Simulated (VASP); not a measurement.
# Be3Se4 (P6_3/m) in VASP: single point with PBE

Aim: the single point of Be3Se4 with PBE.

Program: VASP 6.6.1. These are calculated values, not measurements. Logs are shortened: lines on timing, memory, paths and dates and some standing lists are left out, and cuts for length are marked.

### 1 The cell of the first run

It takes space group P6_3/m (No. 176, hexagonal). Conventional cell: a = 9.733 Å, b = 9.733 Å, c = 3.642 Å, α = 90.00°, β = 90.00°, γ = 120.00°. Be (site symmetry m) has 4 Se at 2.18 to 2.25 Å within 2.9 Å. Se (site symmetry -6) has 3 Be at 2.25 Å within 3.0 Å. Within 2.9 Å of Se (site symmetry m) lie 3 Be at 2.18 to 2.21 Å.

### 2 Single point, PBE

INCAR

```
SYSTEM = Be3Se4
PREC = Accurate
ENCUT = 520
EDIFF = 1E-6
ISMEAR = 0
SIGMA = 0.2
LREAL = .False.
LASPH = .True.
NELM = 80
ALGO = Normal
ISIF = 2
LWAVE = .False.
LCHARG = .False.
GGA = PE
NBANDS = 43
```

KPOINTS

```
Automatic mesh
0
Gamma
  2 2 5
  0 0 0
```

POSCAR

```
Be3Se4
1.0
    9.7330193853      0.0000000000      0.0000000000
   -4.8665096926      8.4290420432      0.0000000000
    0.0000000000      0.0000000000      3.6424778616
Be Se
6 8
Direct
    0.4011968056      0.1781263272      0.7500000000
    0.7769295216      0.5988031944      0.7500000000
    0.8218736728      0.2230704784      0.7500000000
    0.2230704784      0.4011968056      0.2500000000
    0.1781263272      0.7769295216      0.2500000000
    0.5988031944      0.8218736728      0.2500000000
    0.6666666667      0.3333333333      0.7500000000
    0.3038634194      0.3401156255      0.7500000000
    0.6598843745      0.9637477938      0.7500000000
    0.0362522062      0.6961365806      0.7500000000
    0.3333333333      0.6666666667      0.2500000000
    0.9637477938      0.3038634194      0.2500000000
    0.3401156255      0.0362522062      0.2500000000
    0.6961365806      0.6598843745      0.2500000000
```

Potentials or basis: VASP PAW PBE potentials, release 64 (Be, Se).

Run with:

```console
> cat potpaw_PBE.64/Be/POTCAR potpaw_PBE.64/Se/POTCAR > POTCAR
> mpirun -np 1 vasp_std > vasp.out
```

OUTCAR:

```text
SYSTEM = Be3Se4
   PREC = Accurate
   ENCUT = 520
   EDIFF = 1E-6
   ISMEAR = 0
   LREAL = .False.
   LASPH = .True.
   NELM = 80
   ISIF = 2
   GGA = PE

 ion  position               nearest neighbor table
   1  0.401  0.178  0.750-  13 2.18  13 2.18   8 2.21   7 2.25
   2  0.777  0.599  0.750-  14 2.18  14 2.18  10 2.21   7 2.25
   3  0.822  0.223  0.750-  12 2.18  12 2.18   9 2.21   7 2.25
   4  0.223  0.401  0.250-   8 2.18   8 2.18  12 2.21  11 2.25
   5  0.178  0.777  0.250-  10 2.18  10 2.18  13 2.21  11 2.25
   6  0.599  0.822  0.250-   9 2.18   9 2.18  14 2.21  11 2.25
   7  0.667  0.333  0.750-   3 2.25   1 2.25   2 2.25
   8  0.304  0.340  0.750-   4 2.18   4 2.18   1 2.21
   9  0.660  0.964  0.750-   6 2.18   6 2.18   3 2.21
  10  0.036  0.696  0.750-   5 2.18   5 2.18   2 2.21
  11  0.333  0.667  0.250-   5 2.25   6 2.25   4 2.25
  12  0.964  0.304  0.250-   3 2.18   3 2.18   4 2.21
  13  0.340  0.036  0.250-   1 2.18   1 2.18   5 2.21
  14  0.696  0.660  0.250-   2 2.18   2 2.18   6 2.21

  LATTYP: Found a hexagonal cell.
 ALAT       =     9.7330193853
 C/A-ratio  =     0.3742392486

  Lattice vectors:

 A1 = (   9.7330193853,   0.0000000000,   0.0000000000)
 A2 = (  -4.8665096926,   8.4290420432,   0.0000000000)
 A3 = (   0.0000000000,   0.0000000000,   3.6424778616)

Analysis of symmetry for initial positions (statically):
=====================================================================
 Subroutine PRICEL returns:
 Original cell was already a primitive cell.

 Routine SETGRP: Setting up the symmetry group for a
 hexagonal supercell.

 Subroutine GETGRP returns: Found 12 space group operations
 (whereof  6 operations were pure point group operations)
 out of a pool of 24 trial point group operations.

The static configuration has the point symmetry S_6 .
 The point group associated with its full space group is C_6h.

Analysis of symmetry for dynamics (positions and initial velocities):
=====================================================================
 Subroutine PRICEL returns:
 Original cell was already a primitive cell.

 Routine SETGRP: Setting up the symmetry group for a
 hexagonal supercell.

 Subroutine GETGRP returns: Found 12 space group operations
 (whereof  6 operations were pure point group operations)
 out of a pool of 24 trial point group operations.

The dynamic configuration has the point symmetry S_6 .
 The point group associated with its full space group is C_6h.

 Subroutine INISYM returns: Found 12 space group operations
 (whereof  6 operations are pure point group operations),
 and found     1 'primitive' translations

----------------------------------------------------------------------------------------

                                     Primitive cell

  volume of cell :     298.8290

  direct lattice vectors                    reciprocal lattice vectors
     9.733019385  0.000000000  0.000000000     0.102743040  0.059318722  0.000000000
    -4.866509693  8.429042043  0.000000000     0.000000000  0.118637444  0.000000000
     0.000000000  0.000000000  3.642477862     0.000000000  0.000000000  0.274538388

  length of vectors
     9.733019385  9.733019385  3.642477862     0.118637444  0.118637444  0.274538388

  position of ions in fractional coordinates (direct lattice)
     0.401196806  0.178126327  0.750000000
     0.776929522  0.598803194  0.750000000
     0.821873673  0.223070478  0.750000000
     0.223070478  0.401196806  0.250000000
     0.178126327  0.776929522  0.250000000
     0.598803194  0.821873673  0.250000000
     0.666666667  0.333333333  0.750000000
     0.303863419  0.340115625  0.750000000
     0.659884375  0.963747794  0.750000000
     0.036252206  0.696136581  0.750000000
     0.333333333  0.666666667  0.250000000
     0.963747794  0.303863419  0.250000000
     0.340115625  0.036252206  0.250000000
     0.696136581  0.659884375  0.250000000

  ion indices of the primitive-cell ions
   primitive index   ion index
                 1           1
                 2           2
                 3           3
                 4           4
                 5           5
                 6           6
                 7           7
                 8           8
                 9           9
                10          10
                11          11
                12          12
                13          13
                14          14

----------------------------------------------------------------------------------------

 KPOINTS: Automatic mesh

Automatic generation of k-mesh.
 Grid dimensions read from file:
 generate k-points for:    2    2    5

 Generating k-lattice:

  Cartesian coordinates                     Fractional coordinates (reciprocal lattice)
     0.051371520  0.029659361  0.000000000     0.500000000  0.000000000  0.000000000
     0.000000000  0.059318722  0.000000000     0.000000000  0.500000000  0.000000000
     0.000000000  0.000000000  0.054907678     0.000000000  0.000000000  0.200000000

  Length of vectors
     0.059318722  0.059318722  0.054907678

  Shift w.r.t. Gamma in fractional coordinates (k-lattice)
     0.000000000  0.000000000  0.000000000

 Subroutine IBZKPT returns following result:
 ===========================================

 Found      6 irreducible k-points:

 Following reciprocal coordinates:
            Coordinates               Weight
  0.000000  0.000000  0.000000      1.000000
  0.500000  0.000000  0.000000      3.000000
  0.000000  0.000000  0.200000      2.000000
  0.500000  0.000000  0.200000      6.000000
  0.000000  0.000000  0.400000      2.000000
  0.500000  0.000000  0.400000      6.000000
   k-points           NKPTS =      6   k-points in BZ     NKDIM =      6   number of bands    NBANDS=     43
   number of dos      NEDOS =    301   number of ions     NIONS =     14
   total plane-waves  NPLWV = 145152
   dimension x,y,z NGX =    72 NGY =   72 NGZ =   28
   dimension x,y,z NGXF=   144 NGYF=  144 NGZF=   56
   ions per type =               6   8
   NGX,Y,Z   is equivalent  to a cutoff of  12.30, 12.30, 12.78 a.u.
   NGXF,Y,Z  is equivalent  to a cutoff of  24.60, 24.60, 25.56 a.u.
 SYSTEM =  Be3Se4
   PREC   = accura    normal or accurate (medium, high low for compatibility)
   ISTART =      0    job   : 0-new  1-cont  2-samecut
   ICHARG =      2    charge: 1-file 2-atom 10-const
   ISPIN  =      1    spin polarized calculation?
   LNONCOLLINEAR =      F non collinear calculations
   LSORBIT =      F    spin-orbit coupling
   LASPH  =      T    aspherical Exc in radial PAW
   ENCUT  =  520.0 eV  38.22 Ry    6.18 a.u.  18.10 18.10  6.77*2*pi/ulx,y,z
   NELM   =     80;   NELMIN=  2; NELMDL= -5     # of ELM steps
   EDIFF  = 0.1E-05   stopping-criterion for ELM
   LREAL  =      F    real-space projection
   EDIFFG = 0.1E-04   stopping-criterion for IOM
   NSW    =      0    number of steps for IOM
   IBRION =     -1    ionic relax: 0-MD 1-quasi-New 2-CG
   NFREE  =      0    steps in history (QN), initial steepest desc. (CG)
   ISIF   =      2    stress and relaxation
   ISYM   =      2    0-nonsym 1-usesym 2-fastsym
   POTIM  = 0.5000    time-step for ionic-motion
   TEBEG  =    0.0;   TEEND  =   0.0 temperature during run
   PSTRESS=    0.0 pullay stress
   NELECT =      60.0000    total number of electrons
   NUPDOWN=      -1.0000    fix difference up-down
   EMIN   =  10.00;   EMAX   =-10.00  energy-range for DOS
   EFERMI =   0.00;   METHOD = LEGACY
   ISMEAR =     0;   SIGMA  =   0.20  broadening in eV -4-tet -1-fermi 0-gaus
   EFERMI_NEDOS =   21; number of points for ismear=-14 and -15
   IALGO  =     38    algorithm
   IMIX   =      4    mixing-type and parameters
     AMIX     =   0.40;   BMIX     =  1.00
     AMIX_MAG =   1.60;   BMIX_MAG =  1.00
  volume/ion in A,a.u.               =      21.34       144.04
  Fermi-wavevector in a.u.,A,eV,Ry     =   0.958630  1.811548 12.503365  0.918971
  Thomas-Fermi vector in A             =   2.087754
   LORBIT       =      0    0 simple, 1 ext, 2 COOP (PROOUT), +10 PAW based schemes
   GGA     = PE    functional components
   LHFCALC =     F    Hartree Fock is set to
   AEXX    =    0.0000 exact exchange contribution
   IVDW    =     0    specifies the selected vdW correction
   LEPSILON=     F    determine dielectric tensor
   LRPA    =     F    only Hartree local field effects (RPA)
 non-spin polarized calculation
 Gauss-broadening in eV      SIGMA  =   0.20
  energy-cutoff  :      520.00
  volume of cell :      298.83
 maximum number of plane-waves:      8080
   NGX = 37   NGY = 37   NGZ = 13

 number of electron      60.0000003 magnetization

 Free energy of the ion-electron system (eV)
  ---------------------------------------------------
  ext. energy  EPLUGINS =         0.00000000
  ---------------------------------------------------
  free energy    TOTEN  =       -56.37612478 eV

  energy without entropy =      -56.13942838  energy(sigma->0) =      -56.25777658

 E-fermi :   1.6420     XC(G=0):  -8.5677

 val. band max:        1.5966631544   @ k =   0.5000   0.0000   0.4000
 cond. band min:       1.6428588231   @ k =   0.0000   0.0000   0.2000
 fundamental gap:      0.0461956687
 Fermi energy:         1.6419939440

 k-point     1 :       0.0000    0.0000    0.0000
  band No.  band energies     occupation
      1     -11.7164      2.00000
      2     -10.9378      2.00000
      3     -10.8975      2.00000
      4     -10.8975      2.00000
      5     -10.6281      2.00000
      6     -10.6281      2.00000
[... 34 lines left out ...]
     41       7.8080      0.00000
     42       7.9170      0.00000
[... 183 lines left out ...]
      1     -10.7914      2.00000
      2     -10.6884      2.00000
      3     -10.3880      2.00000
      4     -10.3835      2.00000
      5     -10.1903      2.00000
      6     -10.1462      2.00000
[... 34 lines left out ...]
     41       7.8342      0.00000
     42       7.9675      0.00000
 [bands above 42 left out]

------------------------ aborting loop because EDIFF is reached ----------------------------------------

  FORCE on cell =-STRESS in cart. coord.  units (eV):
  Direction    XX          YY          ZZ          XY          YZ          ZX
  --------------------------------------------------------------------------------------
  -------------------------------------------------------------------------------------
  Total        0.0105248      0.0105248      0.4470178     -0.0000011      0.0000000      0.0000000
  in kB        0.0564292      0.0564292      2.3966946     -0.0000057      0.0000000      0.0000000
  external PRESSURE =       0.8365176 kB  Pullay stress =       0.0000000 kB

 VOLUME and BASIS-vectors are now :
 -----------------------------------------------------------------------------
  energy-cutoff  :      520.00
  volume of cell :      298.83
      direct lattice vectors                 reciprocal lattice vectors
     9.733019385  0.000000000  0.000000000     0.102743040  0.059318722  0.000000000
    -4.866509693  8.429042043  0.000000000     0.000000000  0.118637444  0.000000000
     0.000000000  0.000000000  3.642477862     0.000000000  0.000000000  0.274538388

 POSITION                                       TOTAL-FORCE (eV/Angst)
 -----------------------------------------------------------------------------------
      3.03800      1.50143      2.73186         0.016846      0.002082     -0.000000
      4.64779      5.04734      2.73186        -0.006620     -0.015630     -0.000000
      6.91374      1.88027      2.73186        -0.010226      0.013548      0.000000
      0.21872      3.38170      0.91062         0.006620      0.015630      0.000000
     -2.04723      6.54877      0.91062         0.010226     -0.013548     -0.000000
      1.82851      6.92761      0.91062        -0.016846     -0.002082      0.000000
      4.86651      2.80968      2.73186         0.000000      0.000000      0.000000
      1.30233      2.86685      2.73186        -0.001368     -0.001875     -0.000000
      1.73258      8.12347      2.73186         0.002308     -0.000248     -0.000000
     -3.03491      5.86776      2.73186        -0.000939      0.002122     -0.000000
     -0.00000      5.61936      0.91062         0.000000      0.000000     -0.000000
      7.90142      2.56128      0.91062         0.000939     -0.002122     -0.000000
      3.13393      0.30557      0.91062        -0.002308      0.000248      0.000000
      3.56418      5.56219      0.91062         0.001368      0.001875      0.000000
 -----------------------------------------------------------------------------------
    total drift:                                0.000000      0.000000      0.000000

  FREE ENERGIE OF THE ION-ELECTRON SYSTEM (eV)
  ---------------------------------------------------
  free  energy   TOTEN  =       -56.3761247790 eV

  energy  without entropy=      -56.1394283825  energy(sigma->0) =      -56.25777658
```

It took 2.2 min on 1 thread of Intel Xeon Platinum 8488C (Sapphire Rapids), shared host; peak memory 0.37 GiB.

Results:

```yaml
Free_energy: -56.3761 eV
Pressure: 0.1 GPa
Largest_force: 0.017 eV/Å
Band_gap_on_the_k_mesh: zero (bands 30 and 31 overlap by 0.86 eV)
```

Forces on the atoms (eV/Å):
```
Be   0.017  0.002  0.000
Be  -0.007 -0.016  0.000
Be  -0.010  0.014  0.000
Be   0.007  0.016  0.000
Be   0.010 -0.014  0.000
Be  -0.017 -0.002  0.000
Se   0.000  0.000  0.000
Se  -0.001 -0.002  0.000
Se   0.002  0.000  0.000
Se  -0.001  0.002  0.000
Se   0.000  0.000  0.000
Se   0.001 -0.002  0.000
Se  -0.002  0.000  0.000
Se   0.001  0.002  0.000
```

Stress tensor (GPa, compression positive):
```
0.01 0.00 0.00
0.00 0.01 0.00
0.00 0.00 0.24
```

Caveat: the k points lie up to 0.37 Å⁻¹ apart, too coarse for converged energies and pressures of a metal.
